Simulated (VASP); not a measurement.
# C (I4_1/amd) in VASP: notebook

C is run at these levels: PBE; tasks: single point.

Program: VASP 6.6.1. These are calculated values, not measurements. Logs are shortened: lines on timing, memory, paths and dates and some standing lists are left out, and cuts for length are marked.

## (1) The cell of the first run

The structure is tetragonal, space group I4_1/amd (No. 141). Conventional cell: a = 2.560 Å, b = 2.560 Å, c = 3.567 Å, α = 90.00°, β = 90.00°, γ = 90.00°. Within 2.1 Å of C (site symmetry -4m2) lie 4 C at 1.56 Å.

## (2) Single point, PBE (strain +0.015 along x and y, +0.000 along z)

Contents of INCAR:

```
PREC = Accurate
ENCUT = 520
EDIFF = 1E-6
ISMEAR = 0
SIGMA = 0.05
LREAL = F
LASPH = T
NELM = 60
ALGO = Normal
ISIF = 2
LWAVE = F
LCHARG = T
GGA = PE
LELF = T
LVHAR = T
NBANDS = 11
```

Contents of KPOINTS:

```
regular mesh
0
Gamma
  12 12 12
```

Contents of POSCAR:

```
C
1.0
    0.0000000000      1.8101510000      1.7834000000
    1.8101510000      0.0000000000      1.7834000000
    1.8101510000      1.8101510000      0.0000000000
C
2
Direct
    0.5000000000      0.5000000000      0.5000000000
    0.7500000000      0.7500000000      0.7500000000
```

Potentials or basis: VASP PAW PBE potentials, release 64 (C).

Launch:

```console
> cat potpaw_PBE.64/C/POTCAR > POTCAR
> mpirun -np 1 vasp_std > vasp.out
```

OUTCAR:

```text
PREC = Accurate
   ENCUT = 520
   EDIFF = 1E-6
   ISMEAR = 0
   LREAL = F
   LASPH = T
   NELM = 60
   ISIF = 2
   GGA = PE

 ion  position               nearest neighbor table
   1  0.500  0.500  0.500-   2 1.56   2 1.56   2 1.56   2 1.56
   2  0.750  0.750  0.750-   1 1.56   1 1.56   1 1.56   1 1.56

  LATTYP: Found a body centered tetragonal cell.
 ALAT       =     2.5599400941
 C/A-ratio  =     1.3933138546

  Lattice vectors:

 A1 = (   0.0000000000,  -1.8101510000,  -1.7834000000)
 A2 = (   0.0000000000,   1.8101510000,  -1.7834000000)
 A3 = (   1.8101510000,   0.0000000000,   1.7834000000)

Analysis of symmetry for initial positions (statically):
=====================================================================
 Subroutine PRICEL returns:
 Original cell was already a primitive cell.

 Routine SETGRP: Setting up the symmetry group for a
 body centered tetragonal supercell.

 Subroutine GETGRP returns: Found 16 space group operations
 (whereof  8 operations were pure point group operations)
 out of a pool of 16 trial point group operations.

The static configuration has the point symmetry D_2d.
 The point group associated with its full space group is D_4h.

Analysis of symmetry for dynamics (positions and initial velocities):
=====================================================================
 Subroutine PRICEL returns:
 Original cell was already a primitive cell.

 Routine SETGRP: Setting up the symmetry group for a
 body centered tetragonal supercell.

 Subroutine GETGRP returns: Found 16 space group operations
 (whereof  8 operations were pure point group operations)
 out of a pool of 16 trial point group operations.

The dynamic configuration has the point symmetry D_2d.
 The point group associated with its full space group is D_4h.

 Subroutine INISYM returns: Found 16 space group operations
 (whereof  8 operations are pure point group operations),
 and found     1 'primitive' translations

----------------------------------------------------------------------------------------

                                     Primitive cell

  volume of cell :      11.6871

  direct lattice vectors                    reciprocal lattice vectors
     0.000000000  1.810151000  1.783400000    -0.276220050  0.276220050  0.280363351
     1.810151000  0.000000000  1.783400000     0.276220050 -0.276220050  0.280363351
     1.810151000  1.810151000  0.000000000     0.276220050  0.276220050 -0.280363351

  length of vectors
     2.541094686  2.541094686  2.559940094     0.480831198  0.480831198  0.480831198

  position of ions in fractional coordinates (direct lattice)
     0.500000000  0.500000000  0.500000000
     0.750000000  0.750000000  0.750000000

  ion indices of the primitive-cell ions
   primitive index   ion index
                 1           1
                 2           2

----------------------------------------------------------------------------------------

 KPOINTS: regular mesh

Automatic generation of k-mesh.
 Grid dimensions read from file:
 generate k-points for:   12   12   12

 Generating k-lattice:

  Cartesian coordinates                     Fractional coordinates (reciprocal lattice)
    -0.023018338  0.023018338  0.023363613     0.083333333 -0.000000000  0.000000000
     0.023018338 -0.023018338  0.023363613    -0.000000000  0.083333333  0.000000000
     0.023018338  0.023018338 -0.023363613     0.000000000  0.000000000  0.083333333

  Length of vectors
     0.040069266  0.040069266  0.040069266

  Shift w.r.t. Gamma in fractional coordinates (k-lattice)
     0.000000000  0.000000000  0.000000000

 Subroutine IBZKPT returns following result:
 ===========================================

 Found    163 irreducible k-points:

 Following reciprocal coordinates:
            Coordinates               Weight
  0.000000  0.000000  0.000000      1.000000
  0.083333 -0.000000  0.000000      8.000000
  0.166667 -0.000000  0.000000      8.000000
  0.250000 -0.000000  0.000000      8.000000
  0.333333  0.000000  0.000000      8.000000
  0.416667 -0.000000  0.000000      8.000000
[... 16 lines left out ...]
  0.500000  0.166667  0.000000      8.000000
 -0.416667  0.166667  0.000000      8.000000
 [... further k-points ...]
   k-points           NKPTS =    163   k-points in BZ     NKDIM =    163   number of bands    NBANDS=     11
   number of dos      NEDOS =    301   number of ions     NIONS =      2
   total plane-waves  NPLWV =   8000
   dimension x,y,z NGX =    20 NGY =   20 NGZ =   20
   dimension x,y,z NGXF=    40 NGYF=   40 NGZF=   40
   ions per type =               2
   NGX,Y,Z   is equivalent  to a cutoff of  13.08, 13.08, 12.99 a.u.
   NGXF,Y,Z  is equivalent  to a cutoff of  26.17, 26.17, 25.98 a.u.
 SYSTEM =  unknown system
   PREC   = accura    normal or accurate (medium, high low for compatibility)
   ISTART =      0    job   : 0-new  1-cont  2-samecut
   ICHARG =      2    charge: 1-file 2-atom 10-const
   ISPIN  =      1    spin polarized calculation?
   LNONCOLLINEAR =      F non collinear calculations
   LSORBIT =      F    spin-orbit coupling
   LASPH  =      T    aspherical Exc in radial PAW
   ENCUT  =  520.0 eV  38.22 Ry    6.18 a.u.   4.72  4.72  4.76*2*pi/ulx,y,z
   NELM   =     60;   NELMIN=  2; NELMDL= -5     # of ELM steps
   EDIFF  = 0.1E-05   stopping-criterion for ELM
   LREAL  =      F    real-space projection
   EDIFFG = 0.1E-04   stopping-criterion for IOM
   NSW    =      0    number of steps for IOM
   IBRION =     -1    ionic relax: 0-MD 1-quasi-New 2-CG
   NFREE  =      0    steps in history (QN), initial steepest desc. (CG)
   ISIF   =      2    stress and relaxation
   ISYM   =      2    0-nonsym 1-usesym 2-fastsym
   POTIM  = 0.5000    time-step for ionic-motion
   TEBEG  =    0.0;   TEEND  =   0.0 temperature during run
   PSTRESS=    0.0 pullay stress
   NELECT =       8.0000    total number of electrons
   NUPDOWN=      -1.0000    fix difference up-down
   EMIN   =  10.00;   EMAX   =-10.00  energy-range for DOS
   EFERMI =   0.00;   METHOD = LEGACY
   ISMEAR =     0;   SIGMA  =   0.05  broadening in eV -4-tet -1-fermi 0-gaus
   EFERMI_NEDOS =   21; number of points for ismear=-14 and -15
   IALGO  =     38    algorithm
   IMIX   =      4    mixing-type and parameters
     AMIX     =   0.40;   BMIX     =  1.00
     AMIX_MAG =   1.60;   BMIX_MAG =  1.00
  volume/ion in A,a.u.               =       5.84        39.43
  Fermi-wavevector in a.u.,A,eV,Ry     =   1.442786  2.726471 28.322331  2.081633
  Thomas-Fermi vector in A             =   2.561267
   LORBIT       =      0    0 simple, 1 ext, 2 COOP (PROOUT), +10 PAW based schemes
   GGA     = PE    functional components
   LHFCALC =     F    Hartree Fock is set to
   AEXX    =    0.0000 exact exchange contribution
   IVDW    =     0    specifies the selected vdW correction
   LEPSILON=     F    determine dielectric tensor
   LRPA    =     F    only Hartree local field effects (RPA)
 non-spin polarized calculation
 Gauss-broadening in eV      SIGMA  =   0.05
  energy-cutoff  :      520.00
  volume of cell :       11.69
 maximum number of plane-waves:       331
   NGX =  9   NGY =  9   NGZ =  9

 number of electron       8.0000000 magnetization

 Free energy of the ion-electron system (eV)
  ---------------------------------------------------
  ext. energy  EPLUGINS =         0.00000000
  ---------------------------------------------------
  free energy    TOTEN  =       -18.17246706 eV

  energy without entropy =      -18.17246706  energy(sigma->0) =      -18.17246706

 E-fermi :   9.7905     XC(G=0): -13.1020

 val. band max:        9.4475256350   @ k =   0.0000   0.0000   0.0000
 cond. band min:      13.1650013800   @ k =   0.3333   0.3333   0.0000
 fundamental gap:      3.7174757450
 Fermi energy:         9.7904909330

 k-point     1 :       0.0000    0.0000    0.0000
  band No.  band energies     occupation
      1     -11.7769      2.00000
      2       9.2314      2.00000
      3       9.2314      2.00000
      4       9.4475      2.00000
      5      14.6923      0.00000
      6      14.8742      0.00000
      7      14.8742      0.00000
      8      21.9549      0.00000
      9      28.2230      0.00000
     10      35.1348      0.00000
     11      35.8585      0.00000

 k-point     2 :       0.0833   -0.0000    0.0000
  band No.  band energies     occupation
      1     -11.5884      2.00000
      2       8.0987      2.00000
      3       8.9162      2.00000
      4       9.0751      2.00000
      5      15.1342      0.00000
      6      15.2787      0.00000
      7      15.5237      0.00000
      8      22.1416      0.00000
      9      28.5400      0.00000
     10      33.1652      0.00000
     11      33.6626      0.00000

 k-point     3 :       0.1667   -0.0000    0.0000
  band No.  band energies     occupation
      1     -11.0255      2.00000
      2       5.6286      2.00000
      3       8.2258      2.00000
      4       8.3999      2.00000
      5      16.0271      0.00000
      6      16.1560      0.00000
      7      16.5490      0.00000
      8      22.6844      0.00000
      9      29.2036      0.00000
     10      31.6762      0.00000
     11      32.0538      0.00000

 k-point     4 :       0.2500   -0.0000    0.0000
  band No.  band energies     occupation
      1     -10.0970      2.00000
      2       2.8526      2.00000
      3       7.5079      2.00000
      4       7.7103      2.00000
      5      16.8336      0.00000
      6      16.9657      0.00000
      7      17.2764      0.00000
      8      23.4523      0.00000
      9      29.6185      0.00000
     10      31.3420      0.00000
     11      31.5804      0.00000
[... 239 lines left out ...]
 k-point    22 :       0.4167    0.1667    0.0000
  band No.  band energies     occupation
      1      -7.6500      2.00000
      2      -0.3139      2.00000
      3       5.2452      2.00000
      4       5.2752      2.00000
      5      15.6841      0.00000
      6      20.0434      0.00000
      7      20.1474      0.00000
      8      21.5982      0.00000
      9      30.1030      0.00000
     10      31.4141      0.00000
     11      36.2795      0.00000

 k-point    23 :       0.5000    0.1667    0.0000
  band No.  band energies     occupation
      1      -6.1221      2.00000
      2      -2.4784      2.00000
      3       4.5826      2.00000
      4       5.3186      2.00000
      5      16.0979      0.00000
      6      19.7841      0.00000
      7      20.2721      0.00000
      8      23.1242      0.00000
      9      29.1533      0.00000
     10      32.6757      0.00000
     11      35.4863      0.00000

 k-point    24 :      -0.4167    0.1667    0.0000
  band No.  band energies     occupation
      1      -5.7783      2.00000
      2      -2.8959      2.00000
      3       4.1029      2.00000
      4       5.6794      2.00000
      5      16.5040      0.00000
      6      19.3225      0.00000
      7      20.2721      0.00000
      8      24.3296      0.00000
      9      28.3523      0.00000
     10      33.1454      0.00000
     11      33.3430      0.00000

 [... further k-points ...]
[... 5 lines left out ...]
  --------------------------------------------------------------------------------------
  -------------------------------------------------------------------------------------
  Total       -1.0548257     -1.0548257     -0.0917706      0.0000000      0.0000000      0.0000000
  in kB     -144.6048700   -144.6048700    -12.5807240      0.0000000      0.0000000      0.0000000
  external PRESSURE =    -100.5968214 kB  Pullay stress =       0.0000000 kB

 VOLUME and BASIS-vectors are now :
 -----------------------------------------------------------------------------
  energy-cutoff  :      520.00
  volume of cell :       11.69
      direct lattice vectors                 reciprocal lattice vectors
     0.000000000  1.810151000  1.783400000    -0.276220050  0.276220050  0.280363351
     1.810151000  0.000000000  1.783400000     0.276220050 -0.276220050  0.280363351
     1.810151000  1.810151000  0.000000000     0.276220050  0.276220050 -0.280363351

 POSITION                                       TOTAL-FORCE (eV/Angst)
 -----------------------------------------------------------------------------------
      1.81015      1.81015      1.78340        -0.000000     -0.000000      0.000000
      2.71523      2.71523      2.67510         0.000000      0.000000      0.000000
 -----------------------------------------------------------------------------------
    total drift:                                0.000000     -0.000000      0.000000

  FREE ENERGIE OF THE ION-ELECTRON SYSTEM (eV)
  ---------------------------------------------------
  free  energy   TOTEN  =       -18.1724670612 eV

  energy  without entropy=      -18.1724670612  energy(sigma->0) =      -18.17246706
```

Wall time 11 s (1 thread of AMD EPYC 9R45 (Zen 5), shared host); peak memory 0.1 GiB.

Results:

```
Free energy            : -18.1725 eV
Pressure               : -10.1 GPa
Band gap on the k mesh : 3.72 eV, indirect (least direct gap 5.24 eV)
```

Stress tensor (GPa, compression positive):
```
-14.46   0.00   0.00
  0.00 -14.46   0.00
  0.00   0.00  -1.26
```

Caveat: the cell differs from its parent crystal (strain +0.015 along x and y, +0.000 along z).

## (3) Single point, PBE (strain +0.015 along x and y, +0.030 along z)

Contents of INCAR:

```
SYSTEM = C
PREC = Accurate
ENCUT = 520
EDIFF = 1E-6
ISMEAR = 0
SIGMA = 0.05
LREAL = .FALSE.
LASPH = .TRUE.
NELM = 60
ALGO = Normal
ISIF = 2
LWAVE = .FALSE.
LCHARG = .FALSE.
GGA = PE
NBANDS = 11
```

Contents of KPOINTS:

```
regular mesh
0
G
  12 12 12
  0 0 0
```

Contents of POSCAR:

```
C
1.0
    0.0000000000      1.8101510000      1.8369020000
    1.8101510000      0.0000000000      1.8369020000
    1.8101510000      1.8101510000      0.0000000000
C
2
Direct
    0.5000000000      0.5000000000      0.5000000000
    0.7500000000      0.7500000000      0.7500000000
```

Potentials or basis: VASP PAW PBE potentials, release 64 (C).

Launch:

```console
> cat potpaw_PBE.64/C/POTCAR > POTCAR
> mpirun -np 1 vasp_std > vasp.out
```

Run time: 11 s. Hardware: 1 thread of AMD EPYC 9R45 (Zen 5), shared host; peak memory 0.1 GiB.

It converged, with:

```
Free energy            : -18.1386 eV
Pressure               : -21.1 GPa
Band gap on the k mesh : 3.84 eV, indirect (least direct gap 5.30 eV)
```

Stress tensor (GPa, compression positive):
```
-16.81   0.00   0.00
  0.00 -16.81   0.00
  0.00   0.00 -29.79
```

Levels at points of the mesh, in eV from the valence-band top:
```
           k point  band 2  band 3  band 4  band 5  band 6  band 7
(0.00, 0.00, 0.00)   -0.22    0.00    0.00    5.30    5.30    5.47
(0.50, 0.00, 0.00)  -12.80   -2.85   -2.60    7.77    8.19    8.29
(0.50, 0.50, 0.00)  -12.57   -5.88   -5.88    4.78    4.78   15.80
(0.50, 0.00, 0.50)  -12.36   -6.08   -6.08    4.45    4.45   15.87
```

Caveat: the cell differs from its parent crystal (strain +0.015 along x and y, +0.030 along z). A k mesh can miss the band edges.

## (4) Single point, PBE (strain +0.030 along x and y, -0.015 along z)

Contents of INCAR:

```
SYSTEM = C
PREC = Accurate
ENCUT = 520
EDIFF = 1E-7
ISMEAR = 0
SIGMA = 0.05
LREAL = .False.
LASPH = .True.
NELM = 60
ALGO = Normal
ISIF = 2
LWAVE = .False.
LCHARG = .True.
GGA = PE
LELF = .True.
LVHAR = .True.
NBANDS = 11
```

Contents of KPOINTS:

```
Automatic mesh
0
Gamma
  12 12 12
  0 0 0
```

Contents of POSCAR:

```
C
1.0
    0.0000000000      1.8369020000      1.7566490000
    1.8369020000      0.0000000000      1.7566490000
    1.8369020000      1.8369020000      0.0000000000
C
2
Direct
    0.5000000000      0.5000000000      0.5000000000
    0.7500000000      0.7500000000      0.7500000000
```

Potentials or basis: VASP PAW PBE potentials, release 64 (C).

Launch:

```console
> cat potpaw_PBE.64/C/POTCAR > POTCAR
> mpirun -np 1 vasp_std > vasp.out
```

OUTCAR:

```text
SYSTEM = C
   PREC = Accurate
   ENCUT = 520
   EDIFF = 1E-7
   ISMEAR = 0
   LREAL = .False.
   LASPH = .True.
   NELM = 60
   ISIF = 2
   GGA = PE

 ion  position               nearest neighbor table
   1  0.500  0.500  0.500-   2 1.57   2 1.57   2 1.57   2 1.57
   2  0.750  0.750  0.750-   1 1.57   1 1.57   1 1.57   1 1.57

  LATTYP: Found a body centered tetragonal cell.
 ALAT       =     2.5977717212
 C/A-ratio  =     1.3524275329

  Lattice vectors:

[... 514 lines left out ...]
      4       5.2678      2.00000
      5      15.8266      0.00000
      6      18.9968      0.00000
      7      20.1658      0.00000
      8      23.8036      0.00000
      9      27.9216      0.00000
     10      32.7737      0.00000
     11      32.8851      0.00000

 [... further k-points ...]
[... 5 lines left out ...]
  --------------------------------------------------------------------------------------
  -------------------------------------------------------------------------------------
  Total       -2.0785223     -2.0785223      0.7167188      0.0000000      0.0000000     -0.0000000
  in kB     -280.9171786   -280.9171786     96.8662324      0.0000000      0.0000000     -0.0000000
  external PRESSURE =    -154.9893749 kB  Pullay stress =       0.0000000 kB

 VOLUME and BASIS-vectors are now :
 -----------------------------------------------------------------------------
  energy-cutoff  :      520.00
  volume of cell :       11.85
      direct lattice vectors                 reciprocal lattice vectors
     0.000000000  1.836902000  1.756649000    -0.272197428  0.272197428  0.284632844
     1.836902000  0.000000000  1.756649000     0.272197428 -0.272197428  0.284632844
     1.836902000  1.836902000  0.000000000     0.272197428  0.272197428 -0.284632844

 POSITION                                       TOTAL-FORCE (eV/Angst)
 -----------------------------------------------------------------------------------
      1.83690      1.83690      1.75665         0.000000      0.000000      0.000000
      2.75535      2.75535      2.63497        -0.000000     -0.000000     -0.000000
 -----------------------------------------------------------------------------------
    total drift:                                0.000000     -0.000000      0.000000

  FREE ENERGIE OF THE ION-ELECTRON SYSTEM (eV)
  ---------------------------------------------------
  free  energy   TOTEN  =       -18.1217979579 eV

  energy  without entropy=      -18.1217979579  energy(sigma->0) =      -18.12179796
```

OSZICAR:

```text
N       E                     dE             d eps       ncg     rms          rms(c)
DAV:   1     0.167519432007E+00    0.16752E+00   -0.47452E+03  3869   0.694E+02
DAV:   2    -0.183359367058E+02   -0.18503E+02   -0.17957E+02  4743   0.124E+02
DAV:   3    -0.186751590440E+02   -0.33922E+00   -0.33835E+00  4201   0.127E+01
DAV:   4    -0.186757335700E+02   -0.57453E-03   -0.57452E-03  3842   0.660E-01
DAV:   5    -0.186757342724E+02   -0.70237E-06   -0.70236E-06  4117   0.218E-02    0.524E+00
DAV:   6    -0.182600542601E+02    0.41568E+00   -0.21708E-01  3688   0.325E+00    0.313E+00
DAV:   7    -0.181200445295E+02    0.14001E+00   -0.26986E-01  3817   0.367E+00    0.687E-01
DAV:   8    -0.181217338528E+02   -0.16893E-02   -0.78100E-03  3736   0.652E-01    0.422E-02
DAV:   9    -0.181217778359E+02   -0.43983E-04   -0.62352E-05  4349   0.634E-02    0.236E-02
DAV:  10    -0.181217979073E+02   -0.20071E-04   -0.15903E-05  3838   0.345E-02    0.518E-03
DAV:  11    -0.181217979579E+02   -0.50565E-07   -0.25280E-07  4350   0.446E-03
   1 F= -.18121798E+02 E0= -.18121798E+02  d E =-.230191E-15
```

stdout:

```text
POSCAR found type information on POSCAR C
 POSCAR found :  1 types and       2 ions
 scaLAPACK will be used
 LDA part: xc-table for (Slater+PW92), standard interpolation
 POSCAR, INCAR and KPOINTS ok, starting setup
 FFT: planning ... GRIDC
 FFT: planning ... GRID_SOFT
 FFT: planning ... GRID
 WAVECAR not read
 entering main loop
```

Wall time 11 s (1 thread of AMD EPYC 9R45 (Zen 5), shared host); peak memory 0.1 GiB.

Results:

```yaml
Free_energy: -18.1218 eV
Pressure: -15.5 GPa
Band_gap_on_the_k_mesh: 2.98 eV, indirect (least direct gap 4.71 eV)
```

Stress tensor (GPa, compression positive):
```
-28.09   0.00   0.00
  0.00 -28.09   0.00
  0.00   0.00   9.69
```

Caveat: the cell differs from its parent crystal (strain +0.030 along x and y, -0.015 along z). A k mesh can miss the band edges.

## (5) Summary

```tsv
cell	gap on the mesh (eV)	pressure (GPa)
a = 2.541, b = 2.541, c = 2.560 Å, angles 59.8, 59.8, 60.5°, 2 atoms	3.72	-10.1
a = 2.579, b = 2.579, c = 2.560 Å, angles 60.2, 60.2, 59.5°, 2 atoms	3.84	-21.1
a = 2.542, b = 2.542, c = 2.598 Å, angles 59.3, 59.3, 61.5°, 2 atoms	2.98	-15.5
```

Alike in all rows: task single point; level PBE; potentials or basis VASP PAW PBE potentials, release 64 (C); no spin polarisation; k mesh 12 × 12 × 12; cutoff (eV) 520; smearing gaussian 0.05 eV.

Absolute energies hang on the potentials; compare differences alone.
